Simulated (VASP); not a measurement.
Write the native input for VASP 6.6.1 that does the following.

```
Task                   : relaxation of cell and atoms
Functional             : PBE
Potentials or basis    : VASP PAW PBE potentials, release 64 (Sb, S)
Cutoff                 : 600 eV
k mesh                 : 8 × 8 × 8
Occupations            : gaussian, width 0.1 eV
Spin                   : no spin polarisation
Dipole correction      : no
Further INCAR settings : ALGO = Normal; EDIFF = 1e-06; IBRION = 2; EDIFFG = -0.01; NSW = 100; ISIF = 3
```

The structure of SbS4 lies in POSCAR:

```
SbS4
1.0
   -3.0869405265      3.0869405265      3.0869405265
    3.0869405265     -3.0869405265      3.0869405265
    3.0869405265      3.0869405265     -3.0869405265
Sb S
1 4
Direct
    0.0000000000      0.0000000000      0.0000000000
    0.5000000000      0.5000000000      0.5000000000
    0.0000000000      0.0000000000      0.5000000000
    0.0000000000      0.5000000000      0.0000000000
    0.5000000000      0.0000000000      0.0000000000
```

The input as run:

INCAR

```
SYSTEM = SbS4
PREC = Accurate
ENCUT = 600
EDIFF = 1E-6
ISMEAR = 0
SIGMA = 0.1
LREAL = .FALSE.
LASPH = .TRUE.
NELM = 100
ALGO = Normal
ISIF = 3
LWAVE = .FALSE.
LCHARG = .FALSE.
GGA = PE
IBRION = 2
NSW = 100
EDIFFG = -0.01
```

KPOINTS

```
Automatic mesh
0
G
  8 8 8
  0 0 0
```

Potentials or basis: VASP PAW PBE potentials, release 64 (Sb, S).

Launch:

```console
$ cat potpaw_PBE.64/Sb/POTCAR potpaw_PBE.64/S/POTCAR > POTCAR
$ mpirun -np 1 vasp_std > vasp.out
```

Results of the run:

```
Pressure after relaxing : 0.0 GPa
```

Caveat: the relaxation stopped at its first step, so nothing moved.

Wall time 41 s on 1 thread of Intel(R) Xeon(R) 6975P-C (Granite Rapids) (shared host), peak memory 0.33 GiB.
